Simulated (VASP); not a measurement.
# MgO in VASP: notebook

Runs on MgO. Level: PBE. Tasks: single point.

Everything below comes from runs of VASP 6.6.1. Logs are shortened: lines on timing, memory, paths and dates and some standing lists are left out, and cuts for length are marked.

### 1 The cell of the first run

Symmetry: P6_3mc, No. 186, hexagonal system. Conventional cell: a = 3.308 Å, b = 3.308 Å, c = 4.983 Å, α = 90.00°, β = 90.00°, γ = 120.00°. Mg (site symmetry 3m) has 4 O at 1.97 to 1.99 Å within 2.6 Å. Within 2.6 Å of O (site symmetry 3m) lie 4 Mg at 1.97 to 1.99 Å.

### 2 Single point, PBE

INCAR reads:

```
SYSTEM = MgO
ALGO = Normal ; EDIFF = 1E-6
ENCUT = 520 ; GGA = PE
ISIF = 2 ; ISMEAR = 1
LASPH = .True. ; LCHARG = .False.
LREAL = .False. ; LWAVE = .False.
NBANDS = 16 ; NELM = 100
PREC = Accurate ; SIGMA = 0.1
```

KPOINTS reads:

```
k-points
0
Gamma
  8 8 5
  0 0 0
```

POSCAR reads:

```
MgO
1.0
    3.3077869865      0.0000000000      0.0000000000
   -1.6538934933      2.8646275606      0.0000000000
    0.0000000000      0.0000000000      4.9828816700
Mg O
2 2
Direct
    0.6666666667      0.3333333333      0.5021597400
    0.3333333333      0.6666666667      0.0021597400
    0.6666666667      0.3333333333      0.9024402600
    0.3333333333      0.6666666667      0.4024402600
```

Potentials or basis: VASP PAW PBE potentials, release 64 (Mg, O).

On the command line:

```bash
> cat potpaw_PBE.64/Mg/POTCAR potpaw_PBE.64/O/POTCAR > POTCAR
> mpirun -np 1 vasp_std > vasp.out
```

OUTCAR:

```text
SYSTEM = MgO
   EDIFF = 1E-6
   ENCUT = 520
   GGA = PE
   ISIF = 2
   ISMEAR = 1
   LASPH = .True.
   LREAL = .False.
   NELM = 100
   PREC = Accurate

 ion  position               nearest neighbor table
   1  0.667  0.333  0.502-   4 1.97   4 1.97   4 1.97   3 1.99   2 3.14   2 3.14   2 3.14   2 3.14
                             2 3.14   2 3.14
   2  0.333  0.667  0.002-   3 1.97   3 1.97   3 1.97   4 1.99   1 3.14   1 3.14   1 3.14   1 3.14
                             1 3.14   1 3.14
   3  0.667  0.333  0.902-   2 1.97   2 1.97   2 1.97   1 1.99
   4  0.333  0.667  0.402-   1 1.97   1 1.97   1 1.97   2 1.99

  LATTYP: Found a hexagonal cell.
 ALAT       =     3.3077869865
 C/A-ratio  =     1.5064094787

  Lattice vectors:

 A1 = (   3.3077869865,   0.0000000000,   0.0000000000)
 A2 = (  -1.6538934933,   2.8646275606,   0.0000000000)
 A3 = (   0.0000000000,   0.0000000000,   4.9828816700)

Analysis of symmetry for initial positions (statically):
=====================================================================
 Subroutine PRICEL returns:
 Original cell was already a primitive cell.

 Routine SETGRP: Setting up the symmetry group for a
 hexagonal supercell.

 Subroutine GETGRP returns: Found 12 space group operations
 (whereof  6 operations were pure point group operations)
 out of a pool of 24 trial point group operations.

The static configuration has the point symmetry C_3v.
 The point group associated with its full space group is C_6v.

Analysis of symmetry for dynamics (positions and initial velocities):
=====================================================================
 Subroutine PRICEL returns:
 Original cell was already a primitive cell.

 Routine SETGRP: Setting up the symmetry group for a
 hexagonal supercell.

 Subroutine GETGRP returns: Found 12 space group operations
 (whereof  6 operations were pure point group operations)
 out of a pool of 24 trial point group operations.

The dynamic configuration has the point symmetry C_3v.
 The point group associated with its full space group is C_6v.

 Subroutine INISYM returns: Found 12 space group operations
 (whereof  6 operations are pure point group operations),
 and found     1 'primitive' translations

----------------------------------------------------------------------------------------

                                     Primitive cell

  volume of cell :      47.2157

  direct lattice vectors                    reciprocal lattice vectors
     3.307786987  0.000000000  0.000000000     0.302316928  0.174542760  0.000000000
    -1.653893493  2.864627561  0.000000000     0.000000000  0.349085519  0.000000000
     0.000000000  0.000000000  4.982881670     0.000000000  0.000000000  0.200687086

  length of vectors
     3.307786987  3.307786987  4.982881670     0.349085519  0.349085519  0.200687086

  position of ions in fractional coordinates (direct lattice)
     0.666666667  0.333333333  0.502159740
     0.333333333  0.666666667  0.002159740
     0.666666667  0.333333333  0.902440260
     0.333333333  0.666666667  0.402440260

  ion indices of the primitive-cell ions
   primitive index   ion index
                 1           1
                 2           2
                 3           3
                 4           4

----------------------------------------------------------------------------------------

 KPOINTS: k-points

Automatic generation of k-mesh.
 Grid dimensions read from file:
 generate k-points for:    8    8    5

 Generating k-lattice:

  Cartesian coordinates                     Fractional coordinates (reciprocal lattice)
     0.037789616  0.021817845  0.000000000     0.125000000  0.000000000  0.000000000
     0.000000000  0.043635690  0.000000000     0.000000000  0.125000000  0.000000000
     0.000000000  0.000000000  0.040137417     0.000000000  0.000000000  0.200000000

  Length of vectors
     0.043635690  0.043635690  0.040137417

  Shift w.r.t. Gamma in fractional coordinates (k-lattice)
     0.000000000  0.000000000  0.000000000

 Subroutine IBZKPT returns following result:
 ===========================================

 Found     30 irreducible k-points:

 Following reciprocal coordinates:
            Coordinates               Weight
  0.000000  0.000000  0.000000      1.000000
  0.125000  0.000000  0.000000      6.000000
  0.250000  0.000000  0.000000      6.000000
  0.375000  0.000000  0.000000      6.000000
  0.500000  0.000000  0.000000      3.000000
  0.125000  0.125000  0.000000      6.000000
[... 16 lines left out ...]
  0.250000  0.000000  0.400000     12.000000
  0.375000  0.000000  0.400000     12.000000
 [... further k-points ...]
   k-points           NKPTS =     30   k-points in BZ     NKDIM =     30   number of bands    NBANDS=     16
   number of dos      NEDOS =    301   number of ions     NIONS =      4
   total plane-waves  NPLWV =  31360
   dimension x,y,z NGX =    28 NGY =   28 NGZ =   40
   dimension x,y,z NGXF=    56 NGYF=   56 NGZF=   80
   ions per type =               2   2
   NGX,Y,Z   is equivalent  to a cutoff of  14.07, 14.07, 13.35 a.u.
   NGXF,Y,Z  is equivalent  to a cutoff of  28.15, 28.15, 26.69 a.u.
 SYSTEM =  MgO
   PREC   = accura    normal or accurate (medium, high low for compatibility)
   ISTART =      0    job   : 0-new  1-cont  2-samecut
   ICHARG =      2    charge: 1-file 2-atom 10-const
   ISPIN  =      1    spin polarized calculation?
   LNONCOLLINEAR =      F non collinear calculations
   LSORBIT =      F    spin-orbit coupling
   LASPH  =      T    aspherical Exc in radial PAW
   ENCUT  =  520.0 eV  38.22 Ry    6.18 a.u.   6.15  6.15  9.26*2*pi/ulx,y,z
   NELM   =    100;   NELMIN=  2; NELMDL= -5     # of ELM steps
   EDIFF  = 0.1E-05   stopping-criterion for ELM
   LREAL  =      F    real-space projection
   EDIFFG = 0.1E-04   stopping-criterion for IOM
   NSW    =      0    number of steps for IOM
   IBRION =     -1    ionic relax: 0-MD 1-quasi-New 2-CG
   NFREE  =      0    steps in history (QN), initial steepest desc. (CG)
   ISIF   =      2    stress and relaxation
   ISYM   =      2    0-nonsym 1-usesym 2-fastsym
   POTIM  = 0.5000    time-step for ionic-motion
   TEBEG  =    0.0;   TEEND  =   0.0 temperature during run
   PSTRESS=    0.0 pullay stress
   NELECT =      16.0000    total number of electrons
   NUPDOWN=      -1.0000    fix difference up-down
   EMIN   =  10.00;   EMAX   =-10.00  energy-range for DOS
   EFERMI =   0.00;   METHOD = LEGACY
   ISMEAR =     1;   SIGMA  =   0.10  broadening in eV -4-tet -1-fermi 0-gaus
   EFERMI_NEDOS =   21; number of points for ismear=-14 and -15
   IALGO  =     38    algorithm
   IMIX   =      4    mixing-type and parameters
     AMIX     =   0.40;   BMIX     =  1.00
     AMIX_MAG =   1.60;   BMIX_MAG =  1.00
  volume/ion in A,a.u.               =      11.80        79.66
  Fermi-wavevector in a.u.,A,eV,Ry     =   1.141351  2.156842 17.724080  1.302683
  Thomas-Fermi vector in A             =   2.278052
   LORBIT       =      0    0 simple, 1 ext, 2 COOP (PROOUT), +10 PAW based schemes
   GGA     = PE    functional components
   LHFCALC =     F    Hartree Fock is set to
   AEXX    =    0.0000 exact exchange contribution
   IVDW    =     0    specifies the selected vdW correction
   LEPSILON=     F    determine dielectric tensor
   LRPA    =     F    only Hartree local field effects (RPA)
 non-spin polarized calculation
 Methfessel and Paxton  Order N= 1 SIGMA  =   0.10
  energy-cutoff  :      520.00
  volume of cell :       47.22
 maximum number of plane-waves:      1303
 NGX is ok and might be reduce to    28
   NGX = 13   NGY = 13   NGZ = 19

 number of electron      15.9999997 magnetization

 Free energy of the ion-electron system (eV)
  ---------------------------------------------------
  ext. energy  EPLUGINS =         0.00000000
  ---------------------------------------------------
  free energy    TOTEN  =       -23.51996664 eV

  energy without entropy =      -23.52015396  energy(sigma->0) =      -23.52002908

 E-fermi :   1.2011     XC(G=0):  -9.7438

 val. band max:        1.1583187518   @ k =   0.0000   0.0000   0.0000
 cond. band min:       4.6209339565   @ k =   0.0000   0.0000   0.0000
 fundamental gap:      3.4626152048
 Fermi energy:         1.2011155635

 k-point     1 :       0.0000    0.0000    0.0000
  band No.  band energies     occupation
      1     -15.1160      2.00000
      2     -14.3050      2.00000
      3      -2.1259      2.00000
      4       0.3693      2.00000
      5       0.3693      2.00000
      6       0.7109      2.00000
[... 8 lines left out ...]
     15      17.5973      0.00000
     16      17.5973      0.00000

 k-point     2 :       0.1250    0.0000    0.0000
  band No.  band energies     occupation
      1     -15.0389      2.00000
      2     -14.2800      2.00000
      3      -1.9758      2.00000
      4      -0.0122      2.00000
      5       0.2692      2.00000
      6       0.2749      2.00000
[... 8 lines left out ...]
     15      17.1406      0.00000
     16      17.3987      0.00000

 k-point     3 :       0.2500    0.0000    0.0000
  band No.  band energies     occupation
      1     -14.8380      2.00000
      2     -14.2292      2.00000
      3      -1.5615      2.00000
      4      -0.9260      2.00000
      5      -0.3453      2.00000
      6       0.0715      2.00000
[... 8 lines left out ...]
     15      15.9999      0.00000
     16      16.5035      0.00000

 k-point     4 :       0.3750    0.0000    0.0000
  band No.  band energies     occupation
      1     -14.5998      2.00000
      2     -14.2069      2.00000
      3      -1.6823      2.00000
      4      -1.0035      2.00000
      5      -0.8212      2.00000
      6      -0.0962      2.00000
[... 8 lines left out ...]
     15      15.3998      0.00000
     16      16.8861      0.00000
[... 324 lines left out ...]
 k-point    22 :       0.1250    0.0000    0.4000
  band No.  band energies     occupation
      1     -14.7876      2.00000
      2     -14.5535      2.00000
      3      -1.3198      2.00000
      4      -0.6367      2.00000
      5       0.3097      2.00000
      6       0.4181      2.00000
[... 8 lines left out ...]
     15      15.9038      0.00000
     16      16.1635      0.00000

 k-point    23 :       0.2500    0.0000    0.4000
  band No.  band energies     occupation
      1     -14.6313      2.00000
      2     -14.4431      2.00000
      3      -1.5063      2.00000
      4      -1.2114      2.00000
      5       0.1031      2.00000
      6       0.2753      2.00000
[... 8 lines left out ...]
     15      16.0048      0.00000
     16      16.3038      0.00000

 k-point    24 :       0.3750    0.0000    0.4000
  band No.  band energies     occupation
      1     -14.4598      2.00000
      2     -14.3381      2.00000
      3      -1.8885      2.00000
      4      -1.6719      2.00000
      5       0.1408      2.00000
      6       0.1451      2.00000
[... 8 lines left out ...]
     15      15.9900      0.00000
     16      16.4789      0.00000

 [... further k-points ...]

------------------------ aborting loop because EDIFF is reached ----------------------------------------

  FORCE on cell =-STRESS in cart. coord.  units (eV):
  Direction    XX          YY          ZZ          XY          YZ          ZX
  --------------------------------------------------------------------------------------
  -------------------------------------------------------------------------------------
  Total        0.8414756      0.8414756      0.9074742     -0.0000000     -0.0000000      0.0000000
  in kB       28.5539257     28.5539257     30.7934663     -0.0000000     -0.0000000      0.0000000
  external PRESSURE =      29.3004392 kB  Pullay stress =       0.0000000 kB

 VOLUME and BASIS-vectors are now :
 -----------------------------------------------------------------------------
  energy-cutoff  :      520.00
  volume of cell :       47.22
      direct lattice vectors                 reciprocal lattice vectors
     3.307786987  0.000000000  0.000000000     0.302316928  0.174542760  0.000000000
    -1.653893493  2.864627561  0.000000000     0.000000000  0.349085519  0.000000000
     0.000000000  0.000000000  4.982881670     0.000000000  0.000000000  0.200687086

 POSITION                                       TOTAL-FORCE (eV/Angst)
 -----------------------------------------------------------------------------------
      1.65389      0.95488      2.50220        -0.000000      0.000000      0.007797
     -0.00000      1.90975      0.01076         0.000000     -0.000000      0.007797
      1.65389      0.95488      4.49675         0.000000     -0.000000     -0.007797
     -0.00000      1.90975      2.00531        -0.000000      0.000000     -0.007797
 -----------------------------------------------------------------------------------
    total drift:                               -0.000000     -0.000000      0.002112

  FREE ENERGIE OF THE ION-ELECTRON SYSTEM (eV)
  ---------------------------------------------------
  free  energy   TOTEN  =       -23.5199666406 eV

  energy  without entropy=      -23.5201539631  energy(sigma->0) =      -23.52002908
```

It took 29 s on 1 thread of Intel Xeon 8259CL, shared host; peak memory 0.18 GiB.

What came out:

| Quantity | Value |
| --- | --- |
| Free energy | -23.5200 eV |
| Pressure | 2.9 GPa |
| Largest force | 0.008 eV/Å |
| Band gap on the k mesh | 3.46 eV |

Forces on the atoms (eV/Å):
```
Mg   0.000  0.000  0.008
Mg   0.000  0.000  0.008
O    0.000  0.000 -0.008
O    0.000  0.000 -0.008
```

### 3 Single point, PBE

INCAR reads:

```
ALGO = Normal ; EDIFF = 1E-6
ENCUT = 520 ; GGA = PE
ISIF = 2 ; ISMEAR = 1
LASPH = True ; LCHARG = False
LREAL = False ; LWAVE = False
NBANDS = 16 ; NELM = 60
PREC = Accurate ; SIGMA = 0.1
```

KPOINTS reads:

```
k-points
0
Gamma
  8 8 5
```

POSCAR is that of step 2.

Potentials or basis: VASP PAW PBE potentials, release 64 (Mg, O).

On the command line:

```bash
> cat potpaw_PBE.64/Mg/POTCAR potpaw_PBE.64/O/POTCAR > POTCAR
> mpirun -np 1 vasp_std > vasp.out
```

OUTCAR:

```text
EDIFF = 1E-6
   ENCUT = 520
   GGA = PE
   ISIF = 2
   ISMEAR = 1
   LASPH = True
   LREAL = False
   NELM = 60
   PREC = Accurate

 ion  position               nearest neighbor table
   1  0.667  0.333  0.502-   4 1.97   4 1.97   4 1.97   3 1.99   2 3.14   2 3.14   2 3.14   2 3.14
                             2 3.14   2 3.14
   2  0.333  0.667  0.002-   3 1.97   3 1.97   3 1.97   4 1.99   1 3.14   1 3.14   1 3.14   1 3.14
                             1 3.14   1 3.14
   3  0.667  0.333  0.902-   2 1.97   2 1.97   2 1.97   1 1.99
   4  0.333  0.667  0.402-   1 1.97   1 1.97   1 1.97   2 1.99

  LATTYP: Found a hexagonal cell.
 ALAT       =     3.3077869865
 C/A-ratio  =     1.5064094787

  Lattice vectors:

 A1 = (   3.3077869865,   0.0000000000,   0.0000000000)
 A2 = (  -1.6538934933,   2.8646275606,   0.0000000000)
 A3 = (   0.0000000000,   0.0000000000,   4.9828816700)

Analysis of symmetry for initial positions (statically):
=====================================================================
 Subroutine PRICEL returns:
[... 180 lines left out ...]
 val. band max:        1.1583187518   @ k =   0.0000   0.0000   0.0000
 cond. band min:       4.6209339565   @ k =   0.0000   0.0000   0.0000
 fundamental gap:      3.4626152048
 Fermi energy:         1.2011155635

 k-point     1 :       0.0000    0.0000    0.0000
  band No.  band energies     occupation
      1     -15.1160      2.00000
      2     -14.3050      2.00000
      3      -2.1259      2.00000
      4       0.3693      2.00000
      5       0.3693      2.00000
      6       0.7109      2.00000
[... 433 lines left out ...]
      3      -1.8885      2.00000
      4      -1.6719      2.00000
      5       0.1408      2.00000
      6       0.1451      2.00000
[... 8 lines left out ...]
     15      15.9900      0.00000
     16      16.4789      0.00000

 [... further k-points ...]

------------------------ aborting loop because EDIFF is reached ----------------------------------------

  FORCE on cell =-STRESS in cart. coord.  units (eV):
  Direction    XX          YY          ZZ          XY          YZ          ZX
  --------------------------------------------------------------------------------------
  -------------------------------------------------------------------------------------
  Total        0.8414756      0.8414756      0.9074742     -0.0000000     -0.0000000      0.0000000
  in kB       28.5539257     28.5539257     30.7934663     -0.0000000     -0.0000000      0.0000000
  external PRESSURE =      29.3004392 kB  Pullay stress =       0.0000000 kB

 VOLUME and BASIS-vectors are now :
 -----------------------------------------------------------------------------
  energy-cutoff  :      520.00
  volume of cell :       47.22
      direct lattice vectors                 reciprocal lattice vectors
     3.307786987  0.000000000  0.000000000     0.302316928  0.174542760  0.000000000
    -1.653893493  2.864627561  0.000000000     0.000000000  0.349085519  0.000000000
     0.000000000  0.000000000  4.982881670     0.000000000  0.000000000  0.200687086

 POSITION                                       TOTAL-FORCE (eV/Angst)
 -----------------------------------------------------------------------------------
      1.65389      0.95488      2.50220        -0.000000      0.000000      0.007797
     -0.00000      1.90975      0.01076         0.000000     -0.000000      0.007797
      1.65389      0.95488      4.49675         0.000000     -0.000000     -0.007797
     -0.00000      1.90975      2.00531        -0.000000      0.000000     -0.007797
 -----------------------------------------------------------------------------------
    total drift:                               -0.000000     -0.000000      0.002112

  FREE ENERGIE OF THE ION-ELECTRON SYSTEM (eV)
  ---------------------------------------------------
  free  energy   TOTEN  =       -23.5199666406 eV

  energy  without entropy=      -23.5201539631  energy(sigma->0) =      -23.52002908
```

OSZICAR:

```text
N       E                     dE             d eps       ncg     rms          rms(c)
DAV:   1     0.604258012593E+02    0.60426E+02   -0.73711E+03   960   0.877E+02
DAV:   2    -0.237032524892E+02   -0.84129E+02   -0.77584E+02  1296   0.196E+02
DAV:   3    -0.277694693426E+02   -0.40662E+01   -0.40577E+01  1136   0.446E+01
DAV:   4    -0.277860314031E+02   -0.16562E-01   -0.16562E-01  1176   0.337E+00
DAV:   5    -0.277861143351E+02   -0.82932E-04   -0.82932E-04  1128   0.227E-01    0.117E+01
DAV:   6    -0.235739936496E+02    0.42121E+01   -0.12188E+01   960   0.261E+01    0.386E+00
DAV:   7    -0.235263420610E+02    0.47652E-01   -0.16706E-01   976   0.327E+00    0.220E+00
DAV:   8    -0.235216092182E+02    0.47328E-02   -0.95754E-02   984   0.337E+00    0.504E-01
DAV:   9    -0.235191834035E+02    0.24258E-02   -0.31968E-03  1216   0.519E-01    0.171E-01
DAV:  10    -0.235199440844E+02   -0.76068E-03   -0.15037E-03   992   0.251E-01    0.301E-02
DAV:  11    -0.235199659235E+02   -0.21839E-04   -0.15020E-05  1104   0.273E-02    0.204E-02
DAV:  12    -0.235199666406E+02   -0.71713E-06   -0.89356E-06   968   0.258E-02
   1 F= -.23519967E+02 E0= -.23520029E+02  d E =0.187322E-03
```

It took 30 s on 1 thread of Intel Xeon 8259CL, shared host; peak memory 0.18 GiB.

What came out:

```yaml
Free_energy: -23.5200 eV
Pressure: 2.9 GPa
Largest_force: 0.008 eV/Å
Band_gap_on_the_k_mesh: 3.46 eV
```

Forces on the atoms (eV/Å):
```
Mg   0.000  0.000  0.008
Mg   0.000  0.000  0.008
O    0.000  0.000 -0.008
O    0.000  0.000 -0.008
```

### 4 Single point, PBE

INCAR reads:

```
ALGO = Normal ; EDIFF = 1E-7
ENCUT = 520 ; GGA = PE
ISIF = 2 ; ISMEAR = -1
LASPH = True ; LCHARG = True
LELF = True ; LREAL = False
LVHAR = True ; LWAVE = False
NBANDS = 16 ; NELM = 100
PREC = Accurate ; SIGMA = 0.05
```

KPOINTS is that of step 3.

POSCAR is that of step 3.

On the command line:

```bash
> cat potpaw_PBE.64/Mg/POTCAR potpaw_PBE.64/O/POTCAR > POTCAR
> mpirun -np 1 vasp_std > vasp.out
```

Run time: 46 s. Hardware: 1 thread of Intel Xeon 8259CL, shared host; peak memory 0.18 GiB.

It converged, with:

```yaml
Free_energy: -23.5201 eV
Pressure: 3.0 GPa
Largest_force: 0.008 eV/Å
Band_gap_on_the_k_mesh: 3.46 eV
```

Forces in eV/Å, atoms in the order of the input:
```
Mg   0.000  0.000  0.008
Mg   0.000  0.000  0.008
O    0.000  0.000 -0.008
O    0.000  0.000 -0.008
```

Stress tensor (GPa, compression positive):
```
2.89 0.00 0.00
0.00 2.89 0.00
0.00 0.00 3.11
```

Levels at points of the mesh, in eV from the valence-band top:
| k point | band 5 | band 6 | band 7 | band 8 | band 9 | band 10 | band 11 | band 12 |
| --- | --- | --- | --- | --- | --- | --- | --- | --- |
| (0.00, 0.00, 0.00) | -0.79 | -0.45 | -0.45 | 0.00 | 3.46 | 8.51 | 10.34 | 14.08 |
| (0.50, 0.00, 0.00) | -1.76 | -1.32 | -0.83 | -0.52 | 7.76 | 8.08 | 9.22 | 10.75 |

(Part 1 of 2 ends here.)
